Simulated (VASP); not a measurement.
# GePt (P6/mmm) in VASP: a series of runs

Runs on GePt. Level: PBE. Tasks: single point, relaxation of cell and atoms.

Program: VASP 6.6.1. These are calculated values, not measurements. Logs are shortened: lines on timing, memory, paths and dates and some standing lists are left out, and cuts for length are marked.

## Step 1: The cell of the first run

Symmetry: P6/mmm, No. 191, hexagonal system. The conventional cell has a = 2.792 Å, b = 2.792 Å, c = 5.086 Å, α = 90.00°, β = 90.00°, γ = 120.00°. Ge (site symmetry 6/mmm) has 2 Pt at 2.54 Å and 6 Ge at 2.79 Å within 3.4 Å. Within 3.4 Å of Pt (site symmetry 6/mmm) lie 2 Ge at 2.54 Å and 6 Pt at 2.79 Å.

## Step 2: Single point, PBE

File INCAR:

```
SYSTEM = GePt
ALGO     = Normal         ! electronic algorithm
EDIFF    = 1E-7           ! SCF threshold, eV
ENCUT    = 520            ! plane-wave cutoff, eV
GGA      = PE             ! functional
ISIF     = 2              ! what is computed and relaxed
ISMEAR   = 0              ! smearing method
LASPH    = .True.         ! aspherical terms in the spheres
LCHARG   = .True.         ! write CHGCAR
LELF     = .True.         ! ELF
LREAL    = .False.        ! projectors in reciprocal space
LVHAR    = .True.       
LWAVE    = .False.        ! write WAVECAR
NBANDS   = 19             ! bands
NELM     = 100            ! most SCF steps
PREC     = Accurate       ! precision mode
SIGMA    = 0.1            ! smearing width, eV
```

File KPOINTS:

```
k-points
0
Gamma
  6 6 4
  0 0 0
```

File POSCAR:

```
GePt
1.0
    2.7920621897      0.0000000000      0.0000000000
   -1.3960310948      2.4179967852      0.0000000000
    0.0000000000      0.0000000000      5.0860580491
Ge Pt
1 1
Direct
    0.0000000000      0.0000000000      0.0000000000
    0.0000000000      0.0000000000      0.5000000000
```

Potentials or basis: VASP PAW PBE potentials, release 64 (Ge_d, Pt).

Launch:

```console
$ cat potpaw_PBE.64/Ge_d/POTCAR potpaw_PBE.64/Pt/POTCAR > POTCAR
$ mpirun -np 1 vasp_std > vasp.out
```

OUTCAR:

```text
SYSTEM = GePt
   EDIFF = 1E-7
   ENCUT = 520
   GGA = PE
   ISIF = 2
   ISMEAR = 0
   LASPH = .True.
   LREAL = .False.
   NELM = 100
   PREC = Accurate

 ion  position               nearest neighbor table
   1  0.000  0.000  0.000-   2 2.54   2 2.54
   2  0.000  0.000  0.500-   1 2.54   1 2.54

  LATTYP: Found a hexagonal cell.
 ALAT       =     2.7920621897
 C/A-ratio  =     1.8216134540

  Lattice vectors:

 A1 = (   2.7920621897,   0.0000000000,   0.0000000000)
 A2 = (  -1.3960310948,   2.4179967852,   0.0000000000)
 A3 = (   0.0000000000,   0.0000000000,   5.0860580491)

Analysis of symmetry for initial positions (statically):
=====================================================================
 Subroutine PRICEL returns:
 Original cell was already a primitive cell.

 Routine SETGRP: Setting up the symmetry group for a
 hexagonal supercell.

 Subroutine GETGRP returns: Found 24 space group operations
 (whereof 24 operations were pure point group operations)
 out of a pool of 24 trial point group operations.

The static configuration has the point symmetry D_6h.

Analysis of symmetry for dynamics (positions and initial velocities):
=====================================================================
 Subroutine PRICEL returns:
 Original cell was already a primitive cell.

 Routine SETGRP: Setting up the symmetry group for a
 hexagonal supercell.

 Subroutine GETGRP returns: Found 24 space group operations
 (whereof 24 operations were pure point group operations)
 out of a pool of 24 trial point group operations.

The dynamic configuration has the point symmetry D_6h.

 Subroutine INISYM returns: Found 24 space group operations
 (whereof 24 operations are pure point group operations),
 and found     1 'primitive' translations

----------------------------------------------------------------------------------------

                                     Primitive cell

  volume of cell :      34.3370

  direct lattice vectors                    reciprocal lattice vectors
     2.792062190  0.000000000  0.000000000     0.358158211  0.206782740  0.000000000
    -1.396031095  2.417996785  0.000000000     0.000000000  0.413565480  0.000000000
     0.000000000  0.000000000  5.086058049     0.000000000  0.000000000  0.196615923

  length of vectors
     2.792062190  2.792062190  5.086058049     0.413565480  0.413565480  0.196615923

  position of ions in fractional coordinates (direct lattice)
     0.000000000  0.000000000  0.000000000
     0.000000000  0.000000000  0.500000000

  ion indices of the primitive-cell ions
   primitive index   ion index
                 1           1
                 2           2

----------------------------------------------------------------------------------------

 KPOINTS: k-points

Automatic generation of k-mesh.
 Grid dimensions read from file:
 generate k-points for:    6    6    4

 Generating k-lattice:

  Cartesian coordinates                     Fractional coordinates (reciprocal lattice)
     0.059693035  0.034463790  0.000000000     0.166666667  0.000000000  0.000000000
     0.000000000  0.068927580  0.000000000     0.000000000  0.166666667  0.000000000
     0.000000000  0.000000000  0.049153981     0.000000000  0.000000000  0.250000000

  Length of vectors
     0.068927580  0.068927580  0.049153981

  Shift w.r.t. Gamma in fractional coordinates (k-lattice)
     0.000000000  0.000000000  0.000000000

 Subroutine IBZKPT returns following result:
 ===========================================

 Found     21 irreducible k-points:

 Following reciprocal coordinates:
            Coordinates               Weight
  0.000000  0.000000  0.000000      1.000000
  0.166667  0.000000  0.000000      6.000000
  0.333333  0.000000  0.000000      6.000000
  0.500000  0.000000  0.000000      3.000000
  0.166667  0.166667  0.000000      6.000000
  0.333333  0.166667  0.000000     12.000000
[... 13 lines left out ...]
  0.333333  0.166667  0.500000     12.000000
  0.333333  0.333333  0.500000      2.000000
   k-points           NKPTS =     21   k-points in BZ     NKDIM =     21   number of bands    NBANDS=     19
   number of dos      NEDOS =    301   number of ions     NIONS =      2
   total plane-waves  NPLWV =  23040
   dimension x,y,z NGX =    24 NGY =   24 NGZ =   40
   dimension x,y,z NGXF=    48 NGYF=   48 NGZF=   80
   ions per type =               1   1
   NGX,Y,Z   is equivalent  to a cutoff of  14.29, 14.29, 13.07 a.u.
   NGXF,Y,Z  is equivalent  to a cutoff of  28.58, 28.58, 26.15 a.u.
 SYSTEM =  GePt
   PREC   = accura    normal or accurate (medium, high low for compatibility)
   ISTART =      0    job   : 0-new  1-cont  2-samecut
   ICHARG =      2    charge: 1-file 2-atom 10-const
   ISPIN  =      1    spin polarized calculation?
   LNONCOLLINEAR =      F non collinear calculations
   LSORBIT =      F    spin-orbit coupling
   LASPH  =      T    aspherical Exc in radial PAW
   ENCUT  =  520.0 eV  38.22 Ry    6.18 a.u.   5.19  5.19  9.46*2*pi/ulx,y,z
   NELM   =    100;   NELMIN=  2; NELMDL= -5     # of ELM steps
   EDIFF  = 0.1E-06   stopping-criterion for ELM
   LREAL  =      F    real-space projection
   EDIFFG = 0.1E-05   stopping-criterion for IOM
   NSW    =      0    number of steps for IOM
   IBRION =     -1    ionic relax: 0-MD 1-quasi-New 2-CG
   NFREE  =      0    steps in history (QN), initial steepest desc. (CG)
   ISIF   =      2    stress and relaxation
   ISYM   =      2    0-nonsym 1-usesym 2-fastsym
   POTIM  = 0.5000    time-step for ionic-motion
   TEBEG  =    0.0;   TEEND  =   0.0 temperature during run
   PSTRESS=    0.0 pullay stress
   NELECT =      24.0000    total number of electrons
   NUPDOWN=      -1.0000    fix difference up-down
   EMIN   =  10.00;   EMAX   =-10.00  energy-range for DOS
   EFERMI =   0.00;   METHOD = LEGACY
   ISMEAR =     0;   SIGMA  =   0.10  broadening in eV -4-tet -1-fermi 0-gaus
   EFERMI_NEDOS =   21; number of points for ismear=-14 and -15
   IALGO  =     38    algorithm
   IMIX   =      4    mixing-type and parameters
     AMIX     =   0.40;   BMIX     =  1.00
     AMIX_MAG =   1.60;   BMIX_MAG =  1.00
  volume/ion in A,a.u.               =      17.17       115.86
  Fermi-wavevector in a.u.,A,eV,Ry     =   1.452863  2.745512 28.719309  2.110810
  Thomas-Fermi vector in A             =   2.570196
   LORBIT       =      0    0 simple, 1 ext, 2 COOP (PROOUT), +10 PAW based schemes
   GGA     = PE    functional components
   LHFCALC =     F    Hartree Fock is set to
   AEXX    =    0.0000 exact exchange contribution
   IVDW    =     0    specifies the selected vdW correction
   LEPSILON=     F    determine dielectric tensor
   LRPA    =     F    only Hartree local field effects (RPA)
 non-spin polarized calculation
 Gauss-broadening in eV      SIGMA  =   0.10
  energy-cutoff  :      520.00
  volume of cell :       34.34
 maximum number of plane-waves:       933
 NGX is ok and might be reduce to    24
   NGX = 11   NGY = 11   NGZ = 19

 number of electron      23.9999993 magnetization

 Free energy of the ion-electron system (eV)
  ---------------------------------------------------
  ext. energy  EPLUGINS =         0.00000000
  ---------------------------------------------------
  free energy    TOTEN  =       -10.71131903 eV

  energy without entropy =      -10.70452941  energy(sigma->0) =      -10.70792422

 E-fermi :   8.2259     XC(G=0): -12.1772

 val. band max:        8.2131433940   @ k =   0.1667   0.1667   0.0000
 cond. band min:       8.2927903773   @ k =   0.3333   0.1667   0.0000
 fundamental gap:      0.0796469833
 Fermi energy:         8.2259086863

 k-point     1 :       0.0000    0.0000    0.0000
  band No.  band energies     occupation
      1     -16.5162      2.00000
      2     -16.5162      2.00000
      3     -16.4880      2.00000
      4     -16.3556      2.00000
      5     -16.3556      2.00000
      6      -4.3549      2.00000
[... 11 lines left out ...]
     18      24.5176      0.00000
     19      24.5176      0.00000

 k-point     2 :       0.1667    0.0000    0.0000
  band No.  band energies     occupation
      1     -16.5288      2.00000
      2     -16.4780      2.00000
      3     -16.4588      2.00000
      4     -16.3772      2.00000
      5     -16.3604      2.00000
      6      -3.6529      2.00000
[... 11 lines left out ...]
     18      24.1347      0.00000
     19      25.6982      0.00000

 k-point     3 :       0.3333    0.0000    0.0000
  band No.  band energies     occupation
      1     -16.5594      2.00000
      2     -16.4199      2.00000
      3     -16.4009      2.00000
      4     -16.3974      2.00000
      5     -16.3700      2.00000
      6      -1.6162      2.00000
[... 11 lines left out ...]
     18      20.1048      0.00000
     19      22.4952      0.00000

 k-point     4 :       0.5000    0.0000    0.0000
  band No.  band energies     occupation
      1     -16.5753      2.00000
      2     -16.4410      2.00000
      3     -16.3749      2.00000
      4     -16.3674      2.00000
      5     -16.3619      2.00000
      6       0.6533      2.00000
[... 11 lines left out ...]
     18      19.0568      0.00000
     19      22.1150      0.00000

 k-point     5 :       0.1667    0.1667    0.0000
  band No.  band energies     occupation
      1     -16.5251      2.00000
      2     -16.4643      2.00000
      3     -16.4053      2.00000
      4     -16.3954      2.00000
      5     -16.3717      2.00000
      6      -2.2768      2.00000
[... 11 lines left out ...]
     18      22.8435      0.00000
     19      23.6827      0.00000
[... 268 lines left out ...]
      2     -16.4396      2.00000
      3     -16.3740      2.00000
      4     -16.3619      2.00000
      5     -16.3561      2.00000
      6       1.8251      2.00000
[... 11 lines left out ...]
     18      19.2580      0.00000
     19      20.0280      0.00000

 k-point    19 :       0.1667    0.1667    0.5000
  band No.  band energies     occupation
      1     -16.5251      2.00000
      2     -16.4599      2.00000
      3     -16.4042      2.00000
      4     -16.3882      2.00000
      5     -16.3709      2.00000
      6      -1.7429      2.00000
[... 11 lines left out ...]
     18      20.6234      0.00000
     19      23.4190      0.00000

 k-point    20 :       0.3333    0.1667    0.5000
  band No.  band energies     occupation
      1     -16.5298      2.00000
      2     -16.4286      2.00000
      3     -16.4066      2.00000
      4     -16.3851      2.00000
      5     -16.3574      2.00000
      6       0.8596      2.00000
[... 11 lines left out ...]
     18      19.6452      0.00000
     19      22.0836      0.00000

 k-point    21 :       0.3333    0.3333    0.5000
  band No.  band energies     occupation
      1     -16.4505      2.00000
      2     -16.4505      2.00000
      3     -16.4132      2.00000
      4     -16.4132      2.00000
      5     -16.3679      2.00000
      6       3.1620      2.00000
[... 11 lines left out ...]
     18      21.8999      0.00000
     19      22.1821      0.00000

------------------------ aborting loop because EDIFF is reached ----------------------------------------

  FORCE on cell =-STRESS in cart. coord.  units (eV):
  Direction    XX          YY          ZZ          XY          YZ          ZX
  --------------------------------------------------------------------------------------
  -------------------------------------------------------------------------------------
  Total       -0.0274111     -0.0274111      0.1029508     -0.0000000     -0.0000000      0.0000000
  in kB       -1.2790125     -1.2790125      4.8037234     -0.0000000     -0.0000000      0.0000000
  external PRESSURE =       0.7485661 kB  Pullay stress =       0.0000000 kB

 VOLUME and BASIS-vectors are now :
 -----------------------------------------------------------------------------
  energy-cutoff  :      520.00
  volume of cell :       34.34
      direct lattice vectors                 reciprocal lattice vectors
     2.792062190  0.000000000  0.000000000     0.358158211  0.206782740  0.000000000
    -1.396031095  2.417996785  0.000000000     0.000000000  0.413565480  0.000000000
     0.000000000  0.000000000  5.086058049     0.000000000  0.000000000  0.196615923

 POSITION                                       TOTAL-FORCE (eV/Angst)
 -----------------------------------------------------------------------------------
      0.00000      0.00000      0.00000         0.000000      0.000000      0.000000
      0.00000      0.00000      2.54303        -0.000000      0.000000      0.000000
 -----------------------------------------------------------------------------------
    total drift:                                0.000000      0.000000     -0.000000

  FREE ENERGIE OF THE ION-ELECTRON SYSTEM (eV)
  ---------------------------------------------------
  free  energy   TOTEN  =       -10.7113190306 eV

  energy  without entropy=      -10.7045294124  energy(sigma->0) =      -10.70792422
```

It took 12 s on 1 thread of Intel Xeon Platinum 8488C (Sapphire Rapids), shared host; peak memory 0.14 GiB.

What came out:

- Free energy: -10.7113 eV
- Pressure: 0.1 GPa
- Band gap on the k mesh: zero (band 12 reaches 8.86 eV, above the bottom of band 13 at 7.20 eV)

Stress tensor (GPa, compression positive):
```
-0.13  0.00  0.00
 0.00 -0.13  0.00
 0.00  0.00  0.48
```

Levels at points of the mesh, in eV from the Fermi level:
| k point | band 8 | band 9 | band 10 | band 11 | band 12 | band 13 | band 14 | band 15 | band 16 | band 17 |
| --- | --- | --- | --- | --- | --- | --- | --- | --- | --- | --- |
| (0.00, 0.00, 0.00) | -3.98 | -2.76 | -2.76 | -1.39 | -0.90 | -0.90 | 10.20 | 10.20 | 11.79 | 15.26 |
| (0.50, 0.00, 0.00) | -4.80 | -4.27 | -1.55 | -0.12 | 0.64 | 0.76 | 3.06 | 5.62 | 6.51 | 8.68 |
| (0.00, 0.00, 0.50) | -5.35 | -2.76 | -2.76 | -0.96 | -0.96 | 4.58 | 6.37 | 10.82 | 10.82 | 15.66 |
| (0.50, 0.00, 0.50) | -5.46 | -4.10 | -1.93 | -1.68 | 0.64 | 0.91 | 3.68 | 6.40 | 9.91 | 10.39 |

Caveat: the k points lie up to 0.43 Å⁻¹ apart; spin-orbit coupling is left out, which moves the levels of the heavy elements.

## Step 3: Single point, PBE

This run uses another cell than the first one, of 17.70 Å³/atom, 1.031 times its volume.

File INCAR:

```
  ALGO = Normal
  EDIFF = 1E-7
  ENCUT = 520
  GGA = PE
  ISIF = 2
  ISMEAR = 0
  LASPH = T
  LCHARG = T
  LELF = T
  LREAL = F
  LVHAR = T
  LWAVE = F
  NBANDS = 19
  NELM = 80
  PREC = Accurate
  SIGMA = 0.1
```

File KPOINTS:

```
k-points
0
Gamma
  6 6 4
```

File POSCAR:

```
GePt
1.0
    3.1782391200      0.0000000000      0.0000000000
   -1.5891195600      2.7524358100      0.0000000000
    0.0000000000      0.0000000000      4.0460407400
Ge Pt
1 1
Direct
    0.0000000000      0.0000000000      0.0000000000
    0.0000000000      0.0000000000      0.5000000000
```

Potentials or basis: VASP PAW PBE potentials, release 64 (Ge_d, Pt).

Launch:

```console
$ cat potpaw_PBE.64/Ge_d/POTCAR potpaw_PBE.64/Pt/POTCAR > POTCAR
$ mpirun -np 1 vasp_std > vasp.out
```

Wall time 9.4 s (1 thread of Intel Xeon Platinum 8488C (Sapphire Rapids), shared host); peak memory 0.15 GiB.

Results (log left out):

```yaml
Free_energy: -7.3177 eV
Pressure: 59.1 GPa
Band_gap_on_the_k_mesh: zero (band 12 reaches 9.03 eV, above the bottom of band 13 at 7.58 eV)
```

Stress tensor (GPa, compression positive):
```
 -2.83   0.00   0.00
  0.00  -2.83   0.00
  0.00   0.00 183.09
```

Levels at points of the mesh, in eV from the Fermi level:
```
           k point  band 8  band 9  band 10  band 11  band 12  band 13  band 14  band 15  band 16  band 17
(0.00, 0.00, 0.00)   -3.51   -3.51    -3.28    -3.28    -2.02     2.39     4.44     4.44    11.55    12.75
(0.50, 0.00, 0.00)   -5.05   -4.93    -3.82    -1.43    -0.58     0.85     1.78     4.95     6.69     9.26
(0.00, 0.00, 0.50)   -6.17   -4.35    -4.35    -3.24    -3.24     7.83     7.83    10.18    11.53    11.53
(0.50, 0.00, 0.50)   -7.44   -4.88    -4.82    -1.43     0.15     0.47     0.77     5.44     6.85     9.20
```

Caveat: the k points lie up to 0.39 Å⁻¹ apart; spin-orbit coupling is left out, which moves the levels of the heavy elements.

(Continued in part 2 of 3.)
